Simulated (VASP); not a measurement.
# WS2 (P1) in VASP: single point with PBE

Aim: the single point of WS2 with PBE.

All numbers are computed with VASP 6.6.1; they aren't measurements. Logs are shortened: lines on timing, memory, paths and dates and some standing lists are left out, and cuts for length are marked.

### 1 The cell of the first run

The typed cell holds 6 atoms: a = 3.167 Å, b = 3.141 Å, c = 14.911 Å, α = 88.68°, β = 88.38°, γ = 118.73°.

### 2 Single point, PBE

Input file INCAR:

```
SYSTEM = WS2
  PREC = Accurate
  ENCUT = 520
  EDIFF = 1E-6
  ISMEAR = 0
  SIGMA = 0.05
  LREAL = .False.
  LASPH = .True.
  NELM = 100
  ALGO = Normal
  ISIF = 2
  LWAVE = .False.
  LCHARG = .True.
  GGA = PE
  LELF = .True.
  LVHAR = .True.
  NBANDS = 35
```

Input file KPOINTS:

```
Automatic mesh
0
Gamma
  12 12 2
  0 0 0
```

Input file POSCAR:

```
WS2
1.0
    3.1662500040      0.0418121970      0.0446588447
   -1.5469145773      2.7338650060      0.0363294149
    0.2069881644      0.3139358030     14.9064884158
W S
2 4
Direct
    0.3391348997      0.6742595595      0.2501189379
    0.6603944841      0.3261450383      0.7477582107
    0.3292544965      0.6623140517      0.6443353809
    0.6609010585      0.3265309489      0.1424404001
    0.3394525959      0.6745741235      0.8580046424
    0.6708624653      0.3361762781      0.3573424281
```

Potentials or basis: VASP PAW PBE potentials, release 64 (W_sv, S).

Started as:

```
$ cat potpaw_PBE.64/W_sv/POTCAR potpaw_PBE.64/S/POTCAR > POTCAR
$ mpirun -np 1 vasp_std > vasp.out
```

OUTCAR:

```text
SYSTEM = WS2
   PREC = Accurate
   ENCUT = 520
   EDIFF = 1E-6
   ISMEAR = 0
   LREAL = .False.
   LASPH = .True.
   NELM = 100
   ISIF = 2
   GGA = PE

 ion  position               nearest neighbor table
   1  0.339  0.674  0.250-   4 2.36   6 2.39   4 2.42   6 2.42   6 2.48   4 2.53
   2  0.660  0.326  0.748-   3 2.36   3 2.38   5 2.38   3 2.44   5 2.45   5 2.56
   3  0.329  0.662  0.644-   2 2.36   2 2.38   2 2.44
   4  0.661  0.327  0.142-   1 2.36   1 2.42   1 2.53
   5  0.339  0.675  0.858-   2 2.38   2 2.45   2 2.56
   6  0.671  0.336  0.357-   1 2.39   1 2.42   1 2.48

  LATTYP: Found a triclinic cell.
 ALAT       =     3.1668409749
 B/A-ratio  =     1.7139514045
 C/A-ratio  =     4.7085504684
 COS(alpha) =     0.0031457216
 COS(beta)  =     0.0282542759
 COS(gamma) =     0.8616472714

  Lattice vectors:

 A1 = (  -3.1662500040,  -0.0418121970,  -0.0446588447)
 A2 = (  -4.7131645813,   2.6920528090,  -0.0083294298)
 A3 = (  -0.2069881644,  -0.3139358030, -14.9064884158)

Analysis of symmetry for initial positions (statically):
=====================================================================
 Subroutine PRICEL returns:
 Original cell was already a primitive cell.

 Routine SETGRP: Setting up the symmetry group for a
 triclinic supercell.

 Subroutine GETGRP returns: Found  1 space group operations
 (whereof  1 operations were pure point group operations)
 out of a pool of  2 trial point group operations.

The static configuration has the point symmetry C_1 .

Analysis of symmetry for dynamics (positions and initial velocities):
=====================================================================
 Subroutine PRICEL returns:
 Original cell was already a primitive cell.

 Routine SETGRP: Setting up the symmetry group for a
 triclinic supercell.

 Subroutine GETGRP returns: Found  1 space group operations
 (whereof  1 operations were pure point group operations)
 out of a pool of  2 trial point group operations.

The dynamic configuration has the point symmetry C_1 .

 Subroutine INISYM returns: Found  1 space group operations
 (whereof  1 operations are pure point group operations),
 and found     1 'primitive' translations

----------------------------------------------------------------------------------------

                                     Primitive cell

  volume of cell :     129.9134

  direct lattice vectors                    reciprocal lattice vectors
     3.166250004  0.041812197  0.044658845     0.313600494  0.177553472 -0.008093924
    -1.546914577  2.733865006  0.036329415    -0.004689684  0.363229714 -0.007584624
     0.206988164  0.313935803 14.906488416    -0.000928097 -0.001417185  0.067127615

  length of vectors
     3.166840975  3.141382245 14.911230555     0.360466388  0.363339160  0.067148987

  position of ions in fractional coordinates (direct lattice)
     0.339134900  0.674259560  0.250118938
     0.660394484  0.326145038  0.747758211
     0.329254496  0.662314052  0.644335381
     0.660901059  0.326530949  0.142440400
     0.339452596  0.674574124  0.858004642
     0.670862465  0.336176278  0.357342428

  ion indices of the primitive-cell ions
   primitive index   ion index
                 1           1
                 2           2
                 3           3
                 4           4
                 5           5
                 6           6

----------------------------------------------------------------------------------------

 KPOINTS: Automatic mesh

Automatic generation of k-mesh.
 Grid dimensions read from file:
 generate k-points for:   12   12    2

 Generating k-lattice:

  Cartesian coordinates                     Fractional coordinates (reciprocal lattice)
     0.026133374  0.014796123 -0.000674494     0.083333333  0.000000000  0.000000000
    -0.000390807  0.030269143 -0.000632052     0.000000000  0.083333333  0.000000000
    -0.000464048 -0.000708593  0.033563807     0.000000000  0.000000000  0.500000000

  Length of vectors
     0.030038866  0.030278263  0.033574493

  Shift w.r.t. Gamma in fractional coordinates (k-lattice)
     0.000000000  0.000000000  0.000000000

 Subroutine IBZKPT returns following result:
 ===========================================

 Found    148 irreducible k-points:

 Following reciprocal coordinates:
            Coordinates               Weight
  0.000000  0.000000  0.000000      1.000000
  0.083333  0.000000  0.000000      2.000000
  0.166667  0.000000  0.000000      2.000000
  0.250000  0.000000 -0.000000      2.000000
  0.333333  0.000000  0.000000      2.000000
  0.416667  0.000000  0.000000      2.000000
[... 16 lines left out ...]
  0.250000  0.166667  0.000000      2.000000
  0.333333  0.166667 -0.000000      2.000000
 [... further k-points ...]
   k-points           NKPTS =    148   k-points in BZ     NKDIM =    148   number of bands    NBANDS=     35
   number of dos      NEDOS =    301   number of ions     NIONS =      6
   total plane-waves  NPLWV =  64512
   dimension x,y,z NGX =    24 NGY =   24 NGZ =  112
   dimension x,y,z NGXF=    48 NGYF=   48 NGZF=  224
   ions per type =               2   4
   NGX,Y,Z   is equivalent  to a cutoff of  12.60, 12.70, 12.49 a.u.
   NGXF,Y,Z  is equivalent  to a cutoff of  25.20, 25.40, 24.97 a.u.
 SYSTEM =  WS2
   PREC   = accura    normal or accurate (medium, high low for compatibility)
   ISTART =      0    job   : 0-new  1-cont  2-samecut
   ICHARG =      2    charge: 1-file 2-atom 10-const
   ISPIN  =      1    spin polarized calculation?
   LNONCOLLINEAR =      F non collinear calculations
   LSORBIT =      F    spin-orbit coupling
   LASPH  =      T    aspherical Exc in radial PAW
   ENCUT  =  520.0 eV  38.22 Ry    6.18 a.u.   5.89  5.84 27.73*2*pi/ulx,y,z
   NELM   =    100;   NELMIN=  2; NELMDL= -5     # of ELM steps
   EDIFF  = 0.1E-05   stopping-criterion for ELM
   LREAL  =      F    real-space projection
   EDIFFG = 0.1E-04   stopping-criterion for IOM
   NSW    =      0    number of steps for IOM
   IBRION =     -1    ionic relax: 0-MD 1-quasi-New 2-CG
   NFREE  =      0    steps in history (QN), initial steepest desc. (CG)
   ISIF   =      2    stress and relaxation
   ISYM   =      2    0-nonsym 1-usesym 2-fastsym
   POTIM  = 0.5000    time-step for ionic-motion
   TEBEG  =    0.0;   TEEND  =   0.0 temperature during run
   PSTRESS=    0.0 pullay stress
   NELECT =      52.0000    total number of electrons
   NUPDOWN=      -1.0000    fix difference up-down
   EMIN   =  10.00;   EMAX   =-10.00  energy-range for DOS
   EFERMI =   0.00;   METHOD = LEGACY
   ISMEAR =     0;   SIGMA  =   0.05  broadening in eV -4-tet -1-fermi 0-gaus
   EFERMI_NEDOS =   21; number of points for ismear=-14 and -15
   IALGO  =     38    algorithm
   IMIX   =      4    mixing-type and parameters
     AMIX     =   0.40;   BMIX     =  1.00
     AMIX_MAG =   1.60;   BMIX_MAG =  1.00
  volume/ion in A,a.u.               =      21.65       146.12
  Fermi-wavevector in a.u.,A,eV,Ry     =   1.206492  2.279940 19.804964  1.455624
  Thomas-Fermi vector in A             =   2.342158
   LORBIT       =      0    0 simple, 1 ext, 2 COOP (PROOUT), +10 PAW based schemes
   GGA     = PE    functional components
   LHFCALC =     F    Hartree Fock is set to
   AEXX    =    0.0000 exact exchange contribution
   IVDW    =     0    specifies the selected vdW correction
   LEPSILON=     F    determine dielectric tensor
   LRPA    =     F    only Hartree local field effects (RPA)
 non-spin polarized calculation
 Gauss-broadening in eV      SIGMA  =   0.05
  energy-cutoff  :      520.00
  volume of cell :      129.91
 maximum number of plane-waves:      3526
   NGX = 11   NGY = 11   NGZ = 55

 number of electron      51.9999999 magnetization

 Free energy of the ion-electron system (eV)
  ---------------------------------------------------
  ext. energy  EPLUGINS =         0.00000000
  ---------------------------------------------------
  free energy    TOTEN  =       -47.09984135 eV

  energy without entropy =      -47.09984135  energy(sigma->0) =      -47.09984135

 E-fermi :   5.0545     XC(G=0):  -9.5541

 val. band max:        4.6769039611   @ k =   0.0000   0.0000   0.0000
 cond. band min:       6.3308583205   @ k =  -0.3333   0.1667   0.0000
 fundamental gap:      1.6539543594
 Fermi energy:         5.0544768655

 k-point     1 :       0.0000    0.0000    0.0000
  band No.  band energies     occupation
      1     -69.4538      2.00000
      2     -69.4497      2.00000
      3     -33.6889      2.00000
      4     -33.6873      2.00000
      5     -33.5485      2.00000
      6     -33.5441      2.00000
[... 27 lines left out ...]
     34       7.9044      0.00000
     35       9.7269      0.00000

 k-point     2 :       0.0833    0.0000    0.0000
  band No.  band energies     occupation
      1     -69.4528      2.00000
      2     -69.4486      2.00000
      3     -33.6851      2.00000
      4     -33.6835      2.00000
      5     -33.5690      2.00000
      6     -33.5639      2.00000
[... 27 lines left out ...]
     34       7.9223      0.00000
     35      10.1888      0.00000

 k-point     3 :       0.1667    0.0000    0.0000
  band No.  band energies     occupation
      1     -69.4498      2.00000
      2     -69.4457      2.00000
      3     -33.6751      2.00000
      4     -33.6734      2.00000
      5     -33.6268      2.00000
      6     -33.6207      2.00000
[... 27 lines left out ...]
     34       8.3214      0.00000
     35      10.9270      0.00000
[... 723 lines left out ...]
 k-point    23 :       0.2500    0.1667    0.0000
  band No.  band energies     occupation
      1     -69.4403      2.00000
      2     -69.4361      2.00000
      3     -33.7812      2.00000
      4     -33.7746      2.00000
      5     -33.6389      2.00000
      6     -33.6380      2.00000
[... 27 lines left out ...]
     34       9.4297      0.00000
     35      11.7576      0.00000

 k-point    24 :       0.3333    0.1667   -0.0000
  band No.  band energies     occupation
      1     -69.4376      2.00000
      2     -69.4334      2.00000
      3     -33.8228      2.00000
      4     -33.8149      2.00000
      5     -33.6302      2.00000
      6     -33.6294      2.00000
[... 27 lines left out ...]
     34       9.4698      0.00000
     35      10.7745      0.00000

 [... further k-points ...]

------------------------ aborting loop because EDIFF is reached ----------------------------------------

  FORCE on cell =-STRESS in cart. coord.  units (eV):
  Direction    XX          YY          ZZ          XY          YZ          ZX
  --------------------------------------------------------------------------------------
  -------------------------------------------------------------------------------------
  Total        0.6763279      0.4022419     -1.8583523     -1.5909260     -4.8427058     -2.6486279
  in kB        8.3409162      4.9607089    -22.9184118    -19.6203368    -59.7234042    -32.6646056
  external PRESSURE =      -3.2055956 kB  Pullay stress =       0.0000000 kB

 VOLUME and BASIS-vectors are now :
 -----------------------------------------------------------------------------
  energy-cutoff  :      520.00
  volume of cell :      129.91
      direct lattice vectors                 reciprocal lattice vectors
     3.166250004  0.041812197  0.044658845     0.313600494  0.177553472 -0.008093924
    -1.546914577  2.733865006  0.036329415    -0.004689684  0.363229714 -0.007584624
     0.206988164  0.313935803 14.906488416    -0.000928097 -0.001417185  0.067127615

 POSITION                                       TOTAL-FORCE (eV/Angst)
 -----------------------------------------------------------------------------------
      0.08254      1.93604      3.76804        -0.134376     -0.528452      0.032826
      1.74123      1.15400     11.18779         0.123146      0.345158      1.432202
      0.15133      2.02672      9.64354         0.328473      0.593554     -0.572012
      1.61695      0.96504      2.16466         0.495752      1.002993      0.340869
      0.20888      2.12775     12.82950        -0.451439     -0.938689     -0.860277
      1.67805      1.05929      5.36889        -0.361556     -0.474563     -0.373608
 -----------------------------------------------------------------------------------
    total drift:                                0.000026      0.000111     -0.000042

  FREE ENERGIE OF THE ION-ELECTRON SYSTEM (eV)
  ---------------------------------------------------
  free  energy   TOTEN  =       -47.0998413546 eV

  energy  without entropy=      -47.0998413546  energy(sigma->0) =      -47.09984135
```

It took 8.8 min on 1 thread of Intel Xeon Platinum 8488C (Sapphire Rapids), shared host; peak memory 0.62 GiB.

Results:

| Property | Result |
| --- | --- |
| Free energy | -47.0998 eV |
| Pressure | -0.3 GPa |
| Largest force | 1.478 eV/Å |
| Band gap on the k mesh | 1.65 eV (least direct gap 1.85 eV) |

Forces in eV/Å, atoms in the order of the input:
```
W   -0.134 -0.528  0.033
W    0.123  0.345  1.432
S    0.328  0.594 -0.572
S    0.496  1.003  0.341
S   -0.451 -0.939 -0.860
S   -0.362 -0.475 -0.374
```

Levels at points of the mesh, in eV from the valence-band top:
```
           k point  band 24  band 25  band 26  band 27  band 28  band 29
(0.00, 0.00, 0.00)    -1.42    -0.41     0.00     2.33     2.45     2.70
(0.50, 0.00, 0.00)    -1.14    -1.01    -0.97     2.76     2.78     3.14
(0.00, 0.50, 0.00)    -1.19    -1.03    -0.98     2.72     2.74     3.20
(0.50, 0.50, 0.00)    -1.42    -0.90    -0.89     2.82     2.85     3.13
(0.00, 0.00, 0.50)    -1.42    -0.22    -0.14     2.33     2.45     2.70
(0.50, 0.00, 0.50)    -1.14    -1.01    -0.97     2.76     2.78     3.15
(0.00, 0.50, 0.50)    -1.19    -1.04    -0.97     2.72     2.74     3.23
(0.50, 0.50, 0.50)    -1.42    -0.90    -0.89     2.82     2.85     3.17
```

Caveat: spin-orbit coupling is left out, which moves the levels of the heavy elements; forces of over 1 eV/Å act on the atoms, so gaps and moduli don't describe the material at rest.
